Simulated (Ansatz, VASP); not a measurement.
Mg in VASP and in Ansatz

File INCAR:

```
PREC     = Accurate       # precision mode
ENCUT    = 520            # plane-wave cutoff, eV
EDIFF    = 1E-6           # SCF threshold, eV
ISMEAR   = -1             # smearing method
SIGMA    = 0.1            # smearing width, eV
LREAL    = F              # projectors in reciprocal space
LASPH    = T              # aspherical terms in the spheres
NELM     = 60             # most SCF steps
ALGO     = Normal         # electronic algorithm
ISIF     = 2              # what is computed and relaxed
LWAVE    = F              # write WAVECAR
LCHARG   = T              # write CHGCAR
GGA      = PE             # functional
LELF     = T              # ELF
LVHAR    = T            
NBANDS   = 9              # bands
```

File KPOINTS:

```
Automatic mesh
0
Gamma
  9 9 9
```

The input POSCAR:

```
Mg
1.0
    0.0000000000      3.5210257313      3.5210257313
    3.5210257313      0.0000000000      3.5210257313
    3.5210257313      3.5210257313      0.0000000000
Mg
2
Direct
    0.1250000000      0.1250000000      0.1250000000
    0.8750000000      0.8750000000      0.8750000000
```

Input for Ansatz:

```yaml
crystal:
  lattice:
    - [0.0, 3.5210257313, 3.5210257313]
    - [3.5210257313, 0.0, 3.5210257313]
    - [3.5210257313, 3.5210257313, 0.0]
  atoms:
    - { symbol: Mg, position: [0.125, 0.125, 0.125] }
    - { symbol: Mg, position: [0.875, 0.875, 0.875] }
hamiltonian:
  xc: pbe
  pseudopotentials:
    kind: paw
    azcp:
      Mg: "pseudopotentials/Mg.paw.azcp"
basis:
  ecutwfc: 420
  fft_grid_basis: typed
kpoints:
  mp_grid: { grid: [9, 9, 9], shift: [0, 0, 0] }
magnetization:
  spin_polarized: false
scf:
  occupations: { method: fermi_dirac, width: 0.1 }
  lower_state_search: "off"
output:
  stress: true
```

Alike in both runs: task single point; functional PBE; k mesh 9 × 9 × 9; occupations fermi-dirac, width 0.1 eV; no spin polarisation.

|  | VASP | Ansatz |
| --- | --- | --- |
| version | VASP 6.6.1 | Ansatz 0.2.0 |
| potentials or method | VASP PAW PBE potentials, release 64 (Mg), cutoff 520 eV | plane waves (420 eV) with PAW, scalar-relativistic |
| valence electrons in the cell | 4 | 20 |

```tsv
	VASP	Ansatz	Ansatz less VASP
pressure (GPa)	-0.7	-0.7	+0.02
```

With one functional, cell and mesh, what is left measures potentials, basis and numerics. VASP's potentials hold 4 valence electrons a cell and Ansatz's 20, so a difference there can come from the potentials and not from the codes.
